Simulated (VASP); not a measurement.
# SrO (P6_3mc) in VASP: single point with PBEsol

Aim: the single point of SrO with PBEsol.

All numbers are computed with VASP 6.6.1; they aren't measurements. Logs are shortened: lines on timing, memory, paths and dates and some standing lists are left out, and cuts for length are marked.

### Step 1. The cell of the first run

The structure is hexagonal, space group P6_3mc (No. 186). The conventional cell has a = 4.275 Å, b = 4.275 Å, c = 5.156 Å, α = 90.00°, β = 90.00°, γ = 120.00°. Sr (site symmetry 3m) has 5 O at 2.47 to 2.58 Å within 3.3 Å. O (site symmetry 3m) has 5 Sr at 2.47 to 2.58 Å within 3.3 Å.

### Step 2. Single point, PBEsol

INCAR reads:

```
SYSTEM = SrO
ALGO = Normal
EDIFF = 1E-6
ENCUT = 520
GGA = PS
ISIF = 2
ISMEAR = 0
LASPH = .TRUE.
LCHARG = .FALSE.
LREAL = .FALSE.
LWAVE = .FALSE.
NBANDS = 24
NELM = 80
PREC = Accurate
SIGMA = 0.05
```

KPOINTS reads:

```
k-points
0
G
  6 6 6
  0 0 0
```

POSCAR reads:

```
SrO
1.0
    4.2754662656      0.0000000000      0.0000000000
   -2.1377331328      3.7026623990      0.0000000000
    0.0000000000      0.0000000000      5.1555949900
Sr O
2 2
Direct
    0.3333333333      0.6666666667      0.9381277000
    0.6666666667      0.3333333333      0.4381277000
    0.3333333333      0.6666666667      0.4368723000
    0.6666666667      0.3333333333      0.9368723000
```

Potentials or basis: VASP PAW PBE potentials, release 64 (Sr_sv, O).

Run with:

```
> cat potpaw_PBE.64/Sr_sv/POTCAR potpaw_PBE.64/O/POTCAR > POTCAR
> mpirun -np 1 vasp_std > vasp.out
```

OUTCAR:

```text
SYSTEM = SrO
   EDIFF = 1E-6
   ENCUT = 520
   GGA = PS
   ISIF = 2
   ISMEAR = 0
   LASPH = .TRUE.
   LREAL = .FALSE.
   NELM = 80
   PREC = Accurate

 ion  position               nearest neighbor table
   1  0.333  0.667  0.938-   4 2.47   4 2.47   4 2.47   3 2.57   3 2.58   2 3.57   2 3.57   2 3.57
                             2 3.57   2 3.57   2 3.57
   2  0.667  0.333  0.438-   3 2.47   3 2.47   3 2.47   4 2.57   4 2.58   1 3.57   1 3.57   1 3.57
                             1 3.57   1 3.57   1 3.57
   3  0.333  0.667  0.437-   2 2.47   2 2.47   2 2.47   1 2.57   1 2.58
   4  0.667  0.333  0.937-   1 2.47   1 2.47   1 2.47   2 2.57   2 2.58

  LATTYP: Found a hexagonal cell.
 ALAT       =     4.2754662656
 C/A-ratio  =     1.2058556119

  Lattice vectors:

 A1 = (   4.2754662656,   0.0000000000,   0.0000000000)
 A2 = (  -2.1377331328,   3.7026623990,   0.0000000000)
 A3 = (   0.0000000000,   0.0000000000,   5.1555949900)

Analysis of symmetry for initial positions (statically):
=====================================================================
 Subroutine PRICEL returns:
 Original cell was already a primitive cell.

 Routine SETGRP: Setting up the symmetry group for a
 hexagonal supercell.

 Subroutine GETGRP returns: Found 12 space group operations
 (whereof  6 operations were pure point group operations)
 out of a pool of 24 trial point group operations.

The static configuration has the point symmetry C_3v.
 The point group associated with its full space group is C_6v.

Analysis of symmetry for dynamics (positions and initial velocities):
=====================================================================
 Subroutine PRICEL returns:
 Original cell was already a primitive cell.

 Routine SETGRP: Setting up the symmetry group for a
 hexagonal supercell.

 Subroutine GETGRP returns: Found 12 space group operations
 (whereof  6 operations were pure point group operations)
 out of a pool of 24 trial point group operations.

The dynamic configuration has the point symmetry C_3v.
 The point group associated with its full space group is C_6v.

 Subroutine INISYM returns: Found 12 space group operations
 (whereof  6 operations are pure point group operations),
 and found     1 'primitive' translations

----------------------------------------------------------------------------------------

                                     Primitive cell

  volume of cell :      81.6162

  direct lattice vectors                    reciprocal lattice vectors
     4.275466266  0.000000000  0.000000000     0.233892618  0.135037966  0.000000000
    -2.137733133  3.702662399  0.000000000     0.000000000  0.270075932  0.000000000
     0.000000000  0.000000000  5.155594990     0.000000000  0.000000000  0.193964034

  length of vectors
     4.275466266  4.275466266  5.155594990     0.270075932  0.270075932  0.193964034

  position of ions in fractional coordinates (direct lattice)
     0.333333333  0.666666667  0.938127700
     0.666666667  0.333333333  0.438127700
     0.333333333  0.666666667  0.436872300
     0.666666667  0.333333333  0.936872300

  ion indices of the primitive-cell ions
   primitive index   ion index
                 1           1
                 2           2
                 3           3
                 4           4

----------------------------------------------------------------------------------------

 KPOINTS: k-points

Automatic generation of k-mesh.
 Grid dimensions read from file:
 generate k-points for:    6    6    6

 Generating k-lattice:

  Cartesian coordinates                     Fractional coordinates (reciprocal lattice)
     0.038982103  0.022506328  0.000000000     0.166666667  0.000000000  0.000000000
     0.000000000  0.045012655  0.000000000     0.000000000  0.166666667  0.000000000
     0.000000000  0.000000000  0.032327339     0.000000000  0.000000000  0.166666667

  Length of vectors
     0.045012655  0.045012655  0.032327339

  Shift w.r.t. Gamma in fractional coordinates (k-lattice)
     0.000000000  0.000000000  0.000000000

 Subroutine IBZKPT returns following result:
 ===========================================

 Found     28 irreducible k-points:

 Following reciprocal coordinates:
            Coordinates               Weight
  0.000000  0.000000  0.000000      1.000000
  0.166667  0.000000  0.000000      6.000000
  0.333333  0.000000  0.000000      6.000000
  0.500000  0.000000  0.000000      3.000000
  0.166667  0.166667  0.000000      6.000000
  0.333333  0.166667  0.000000     12.000000
[... 16 lines left out ...]
  0.166667  0.000000  0.500000      6.000000
  0.333333  0.000000  0.500000      6.000000
 [... further k-points ...]
   k-points           NKPTS =     28   k-points in BZ     NKDIM =     28   number of bands    NBANDS=     24
   number of dos      NEDOS =    301   number of ions     NIONS =      4
   total plane-waves  NPLWV =  40960
   dimension x,y,z NGX =    32 NGY =   32 NGZ =   40
   dimension x,y,z NGXF=    64 NGYF=   64 NGZF=   80
   ions per type =               2   2
   NGX,Y,Z   is equivalent  to a cutoff of  12.44, 12.44, 12.90 a.u.
   NGXF,Y,Z  is equivalent  to a cutoff of  24.89, 24.89, 25.80 a.u.
 SYSTEM =  SrO
   PREC   = accura    normal or accurate (medium, high low for compatibility)
   ISTART =      0    job   : 0-new  1-cont  2-samecut
   ICHARG =      2    charge: 1-file 2-atom 10-const
   ISPIN  =      1    spin polarized calculation?
   LNONCOLLINEAR =      F non collinear calculations
   LSORBIT =      F    spin-orbit coupling
   LASPH  =      T    aspherical Exc in radial PAW
   ENCUT  =  520.0 eV  38.22 Ry    6.18 a.u.   7.95  7.95  9.59*2*pi/ulx,y,z
   NELM   =     80;   NELMIN=  2; NELMDL= -5     # of ELM steps
   EDIFF  = 0.1E-05   stopping-criterion for ELM
   LREAL  =      F    real-space projection
   EDIFFG = 0.1E-04   stopping-criterion for IOM
   NSW    =      0    number of steps for IOM
   IBRION =     -1    ionic relax: 0-MD 1-quasi-New 2-CG
   NFREE  =      0    steps in history (QN), initial steepest desc. (CG)
   ISIF   =      2    stress and relaxation
   ISYM   =      2    0-nonsym 1-usesym 2-fastsym
   POTIM  = 0.5000    time-step for ionic-motion
   TEBEG  =    0.0;   TEEND  =   0.0 temperature during run
   PSTRESS=    0.0 pullay stress
   NELECT =      32.0000    total number of electrons
   NUPDOWN=      -1.0000    fix difference up-down
   EMIN   =  10.00;   EMAX   =-10.00  energy-range for DOS
   EFERMI =   0.00;   METHOD = LEGACY
   ISMEAR =     0;   SIGMA  =   0.05  broadening in eV -4-tet -1-fermi 0-gaus
   EFERMI_NEDOS =   21; number of points for ismear=-14 and -15
   IALGO  =     38    algorithm
   IMIX   =      4    mixing-type and parameters
     AMIX     =   0.40;   BMIX     =  1.00
     AMIX_MAG =   1.60;   BMIX_MAG =  1.00
  volume/ion in A,a.u.               =      20.40       137.69
  Fermi-wavevector in a.u.,A,eV,Ry     =   1.198209  2.264287 19.533960  1.435706
  Thomas-Fermi vector in A             =   2.334104
   LORBIT       =      0    0 simple, 1 ext, 2 COOP (PROOUT), +10 PAW based schemes
   GGA     = PS    functional components
   LHFCALC =     F    Hartree Fock is set to
   AEXX    =    0.0000 exact exchange contribution
   IVDW    =     0    specifies the selected vdW correction
   LEPSILON=     F    determine dielectric tensor
   LRPA    =     F    only Hartree local field effects (RPA)
 non-spin polarized calculation
 Gauss-broadening in eV      SIGMA  =   0.05
  energy-cutoff  :      520.00
  volume of cell :       81.62
 maximum number of plane-waves:      2220
 NGX is ok and might be reduce to    32
   NGX = 15   NGY = 15   NGZ = 19

 number of electron      32.0000007 magnetization

 Free energy of the ion-electron system (eV)
  ---------------------------------------------------
  ext. energy  EPLUGINS =         0.00000000
  ---------------------------------------------------
  free energy    TOTEN  =       -24.97563579 eV

  energy without entropy =      -24.97563579  energy(sigma->0) =      -24.97563579

 E-fermi :   0.8457     XC(G=0):  -9.1750

 val. band max:        0.5956764314   @ k =   0.0000   0.0000   0.0000
 cond. band min:       3.0997995621   @ k =   0.0000   0.0000   0.0000
 fundamental gap:      2.5041231308
 Fermi energy:         0.8457298975

 k-point     1 :       0.0000    0.0000    0.0000
  band No.  band energies     occupation
      1     -31.6868      2.00000
      2     -31.5178      2.00000
      3     -14.3421      2.00000
      4     -14.3396      2.00000
      5     -14.2530      2.00000
      6     -13.8523      2.00000
[... 16 lines left out ...]
     23       9.1313      0.00000
     24       9.3693      0.00000

 k-point     2 :       0.1667    0.0000    0.0000
  band No.  band energies     occupation
      1     -31.6724      2.00000
      2     -31.5232      2.00000
      3     -14.8137      2.00000
      4     -14.7364      2.00000
      5     -14.2021      2.00000
      6     -13.8898      2.00000
[... 16 lines left out ...]
     23       9.0216      0.00000
     24       9.0437      0.00000

 k-point     3 :       0.3333    0.0000    0.0000
  band No.  band energies     occupation
      1     -31.6377      2.00000
      2     -31.5400      2.00000
      3     -15.2753      2.00000
      4     -15.1853      2.00000
      5     -14.0592      2.00000
      6     -13.9577      2.00000
[... 16 lines left out ...]
     23       8.8260      0.00000
     24       9.2895      0.00000

 k-point     4 :       0.5000    0.0000    0.0000
  band No.  band energies     occupation
      1     -31.6124      2.00000
      2     -31.5563      2.00000
      3     -15.4442      2.00000
      4     -15.3532      2.00000
      5     -13.9892      2.00000
      6     -13.9453      2.00000
[... 16 lines left out ...]
     23       9.0730      0.00000
     24       9.3356      0.00000

 k-point     5 :       0.1667    0.1667    0.0000
  band No.  band energies     occupation
      1     -31.6475      2.00000
      2     -31.5347      2.00000
      3     -15.1665      2.00000
      4     -15.0944      2.00000
      5     -14.1011      2.00000
      6     -13.9644      2.00000
[... 16 lines left out ...]
     23       9.0269      0.00000
     24       9.4714      0.00000

 k-point     6 :       0.3333    0.1667    0.0000
  band No.  band energies     occupation
      1     -31.6125      2.00000
      2     -31.5562      2.00000
      3     -15.4153      2.00000
      4     -15.3551      2.00000
      5     -14.0511      2.00000
      6     -13.9462      2.00000
[... 16 lines left out ...]
     23       9.0372      0.00000
     24       9.3312      0.00000
[... 379 lines left out ...]
 k-point    21 :       0.3333    0.3333    0.3333
  band No.  band energies     occupation
      1     -31.5807      2.00000
      2     -31.5807      2.00000
      3     -15.7513      2.00000
      4     -15.7513      2.00000
      5     -14.0013      2.00000
      6     -13.7401      2.00000
[... 16 lines left out ...]
     23       9.6854      0.00000
     24       9.6854      0.00000

 k-point    22 :       0.0000    0.0000    0.5000
  band No.  band energies     occupation
      1     -31.6016      2.00000
      2     -31.6016      2.00000
      3     -15.0909      2.00000
      4     -15.0909      2.00000
      5     -13.7011      2.00000
      6     -13.7011      2.00000
[... 16 lines left out ...]
     23      10.2658      0.00000
     24      10.2658      0.00000

 k-point    23 :       0.1667    0.0000    0.5000
  band No.  band energies     occupation
      1     -31.5969      2.00000
      2     -31.5969      2.00000
      3     -15.3125      2.00000
      4     -15.3125      2.00000
      5     -13.7195      2.00000
      6     -13.7195      2.00000
[... 16 lines left out ...]
     23       9.6683      0.00000
     24       9.6683      0.00000

 k-point    24 :       0.3333    0.0000    0.5000
  band No.  band energies     occupation
      1     -31.5874      2.00000
      2     -31.5874      2.00000
      3     -15.6481      2.00000
      4     -15.6481      2.00000
      5     -13.7559      2.00000
      6     -13.7559      2.00000
[... 16 lines left out ...]
     23       8.9384      0.00000
     24       8.9384      0.00000

 [... further k-points ...]
[... 5 lines left out ...]
  --------------------------------------------------------------------------------------
  -------------------------------------------------------------------------------------
  Total       -0.7325641     -0.7325641     -0.8130677      0.0000000      0.0000000      0.0000000
  in kB      -14.3806934    -14.3806934    -15.9610292      0.0000000      0.0000000      0.0000000
  external PRESSURE =     -14.9074720 kB  Pullay stress =       0.0000000 kB

 VOLUME and BASIS-vectors are now :
 -----------------------------------------------------------------------------
  energy-cutoff  :      520.00
  volume of cell :       81.62
      direct lattice vectors                 reciprocal lattice vectors
     4.275466266  0.000000000  0.000000000     0.233892618  0.135037966  0.000000000
    -2.137733133  3.702662399  0.000000000     0.000000000  0.270075932  0.000000000
     0.000000000  0.000000000  5.155594990     0.000000000  0.000000000  0.193964034

 POSITION                                       TOTAL-FORCE (eV/Angst)
 -----------------------------------------------------------------------------------
     -0.00000      2.46844      4.83661        -0.000000      0.000000     -0.012508
      2.13773      1.23422      2.25881         0.000000     -0.000000     -0.012508
     -0.00000      2.46844      2.25234        -0.000000     -0.000000      0.012508
      2.13773      1.23422      4.83013         0.000000     -0.000000      0.012508
 -----------------------------------------------------------------------------------
    total drift:                               -0.000000      0.000000      0.000360

  FREE ENERGIE OF THE ION-ELECTRON SYSTEM (eV)
  ---------------------------------------------------
  free  energy   TOTEN  =       -24.9756357864 eV

  energy  without entropy=      -24.9756357864  energy(sigma->0) =      -24.97563579
```

Run time: 34 s. Hardware: 1 thread of AMD EPYC 9R45 (Zen 5), shared host; peak memory 0.18 GiB.

Results:

```
Free energy            : -24.9756 eV
Pressure               : -1.5 GPa
Largest force          : 0.013 eV/Å
Band gap on the k mesh : 2.50 eV, direct
```

Forces on the atoms (eV/Å):
```
Sr   0.000  0.000 -0.013
Sr   0.000  0.000 -0.013
O    0.000  0.000  0.013
O    0.000  0.000  0.013
```

Stress tensor (GPa, compression positive):
```
-1.44  0.00  0.00
 0.00 -1.44  0.00
 0.00  0.00 -1.60
```

Caveat: the PAW data sets were made with another functional, which shifts forces and pressure a little.
